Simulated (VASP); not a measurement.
Runs of VASP 6.6.1 on Sn. The structure is that of space group Fd-3m (No. 227), or close to it. The cells are those of the table. 

```tsv
cell	gap on the mesh (eV)	pressure (GPa)
a = 4.499 Å, angles 60.0°, 2 atoms	0.08	(b)
a = 4.548 Å, angles 60.0°, 2 atoms	none	3.1
a = 4.596 Å, angles 60.0°, 2 atoms	none	1.4
a = 4.689 Å, angles 60.0°, 2 atoms	none	(a)
a = 4.643 Å, angles 60.0°, 2 atoms	none	0.0
```

Alike in all rows: task single point; level r2SCAN; potentials or basis VASP PAW PBE potentials, release 64 (Sn_d); no spin polarisation; k mesh 12 × 12 × 12; cutoff (eV) 520; smearing gaussian 0.1 eV.

**Question.** Estimate the missing entries.

**Answer.** (a) -1.2; (b) 5.1.

Caveats: the PAW data sets were made with another functional, which shifts forces and pressure a little; spin-orbit coupling is left out, which moves the levels of the heavy elements.

A k mesh can miss the band edges, and the runs leave out spin-orbit coupling on Sn.

A gap of «none» marks levels without a gap at the run's occupations.
